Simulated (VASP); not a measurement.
TiAl (lda):

```
Ti Al
1.0
     2.86726    0.00000    0.00000
    -1.43363    2.48312    0.00000
     0.00000    0.00000    4.67808
Ti Al
1 1
Direct
  0.00000 0.00000 0.00000
  0.33333 0.66667 0.50000
```

| Quantity | Value |
| --- | --- |
| Program | VASP 6.6.1 |
| Task | relaxation of cell and atoms |
| Functional | LDA |
| Potentials or basis | VASP PAW LDA potentials, release 64 (Ti_sv, Al) |
| Cutoff | 600 eV |
| k mesh | 18 × 18 × 10 |
| Occupations | gaussian, width 0.1 eV |
| Spin | no spin polarisation |

At the start: pressure -6.0 GPa; volume 16.65 Å³/atom.

Question: Where does the relaxation end?

Answer: Over 8 steps the energy falls by 18.3 meV/atom and the volume is 15.73 Å³/atom (-5.6 %); space group P-6m2 (No. 187, to 0.05 Å).

Step by step:
```csv
step,energy change (eV),largest force (eV/Å),pressure (GPa),volume (Å³)
1,0.0000,0.0000,-6.03,33.31
2,-0.0211,0.0000,4.50,30.37
3,-0.0363,0.0000,-0.03,31.48
4,-0.0363,0.0000,0.09,31.44
5,-0.0365,0.0000,0.10,31.43
6,-0.0365,0.0000,0.12,31.42
7,-0.0365,0.0000,-0.07,31.47
8,-0.0365,0.0000,-0.01,31.45
```

Final structure:
```
Ti Al
1.0
     2.81174    0.00000    0.00000
    -1.40587    2.43504    0.00000
     0.00000    0.00000    4.59382
Ti Al
1 1
Direct
  0.00000 0.00000 0.00000
  0.33333 0.66667 0.50000
```
